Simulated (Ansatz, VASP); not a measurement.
# TiSiTe4: VASP beside Ansatz

File INCAR:

```
SYSTEM = TiSiTe4
  ALGO = Normal
  EDIFF = 1E-6
  EDIFFG = -0.04
  ENCUT = 600
  GGA = PE
  IBRION = 2
  ISIF = 3
  ISMEAR = 0
  LASPH = .TRUE.
  LCHARG = .FALSE.
  LREAL = .FALSE.
  LWAVE = .FALSE.
  NELM = 60
  NSW = 90
  PREC = Accurate
  SIGMA = 0.1
```

The input KPOINTS:

```
k-points
0
G
  3 3 4
  0 0 0
```

File POSCAR:

```
TiSiTe4
1.0
    6.1227632345      0.0000000000      0.0000000000
   -3.0613816173      5.3024685025      0.0000000000
    0.0000000000      0.0000000000      7.4526962986
Ti Si Te
1 1 4
Direct
    0.0000000000      0.0000000000      0.1596705591
    0.0000000000      0.0000000000      0.4813195029
    0.5000000000      0.0000000000      0.2668990922
    0.0000000000      0.5000000000      0.2668990922
    0.5000000000      0.5000000000      0.2668990922
    0.0000000000      0.0000000000      0.7973222313
```

Input for Ansatz:

```yaml
crystal:
  lattice:
    - [6.1227632345, 0.0, 0.0]
    - [-3.0613816173, 5.3024685025, 0.0]
    - [0.0, 0.0, 7.4526962986]
  atoms:
    - { symbol: Ti, position: [0.0, 0.0, 0.1596705591] }
    - { symbol: Si, position: [0.0, 0.0, 0.4813195029] }
    - { symbol: Te, position: [0.5, 0.0, 0.2668990922] }
    - { symbol: Te, position: [0.0, 0.5, 0.2668990922] }
    - { symbol: Te, position: [0.5, 0.5, 0.2668990922] }
    - { symbol: Te, position: [0.0, 0.0, 0.7973222313] }
basis:
  ecutwfc: 420
kpoints:
  mp_grid: { grid: [3, 3, 4] }
hamiltonian:
  xc: pbe
scf:
  occupations: { method: gaussian, width: 0.1 }
  lower_state_search: "off"
output:
  forces: true
  stress: true
  eigenvalues: true
relax:
  adjacent_minimum: "off"
  f_tol: 0.04
  max_steps: 70
  cell: { stress_tol: 0.4 }
```

Alike in both runs: task relaxation of cell and atoms; functional PBE; k mesh 3 × 3 × 4; occupations gaussian, width 0.1 eV; no spin polarisation.

|  | VASP | Ansatz |
| --- | --- | --- |
| version | VASP 6.6.1 | Ansatz 0.2.0 |
| potentials or method | VASP PAW PBE potentials, release 64 (Ti_sv, Si, Te), cutoff 600 eV | scalar-relativistic, plane waves, PAW |
| valence electrons in the cell | 40 | 80 |

Ansatz gave:

* gap on the k mesh at the Fermi level, each at its own relaxed structure (eV): none
* relaxed volume (Å³/atom): 39.98
* relaxed cell length with the largest relative difference (Å): 7.408

Q: Estimate VASP's values.

A: gap on the k mesh at the Fermi level, each at its own relaxed structure (eV): none; relaxed volume (Å³/atom): 39.99; relaxed cell length with the largest relative difference (Å): 7.413.

A gap of «none» marks a metal or a gap that the smearing closes. VASP's potentials hold 40 valence electrons a cell and Ansatz's 80, so a difference there can come from the potentials and not from the codes.

The k mesh is coarse, so the values compare programs but aren't converged. Neither program's run includes spin-orbit coupling.
